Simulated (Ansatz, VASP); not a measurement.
**One calculation of KBr, two programs**

```
CELL_PARAMETERS angstrom
7.92388 0.00000 0.00000
-3.96194 6.86228 0.00000
0.00000 0.00000 6.03943
ATOMIC_POSITIONS crystal
K 0.00000 0.00000 0.50000
Br 0.00000 0.00000 0.00000
```

Alike in both runs: functional PBE; k mesh 6 × 6 × 4; occupations gaussian, width 0.02 eV; no spin polarisation.

Ansatz relaxed the structure, and its values are those at the end. VASP's run is a single point on that final structure, the one shown.

|  | VASP | Ansatz |
| --- | --- | --- |
| version | VASP 6.6.1 | Ansatz 0.2.0 |
| potentials or method | VASP PAW PBE potentials, release 64 (K_sv, Br), cutoff 520 eV | scalar-relativistic, plane waves, PAW |
| valence electrons in the cell | 16 | 16 |

```tsv
	VASP	Ansatz	Ansatz less VASP
gap on the k mesh at the Fermi level (eV)	3.83	3.83	+0.001
least direct gap on the mesh (eV)	3.83	3.83	+0.001
```

With one functional, cell and mesh, what is left measures potentials, basis and numerics. Ansatz's warnings: xc potential rough in thin density.
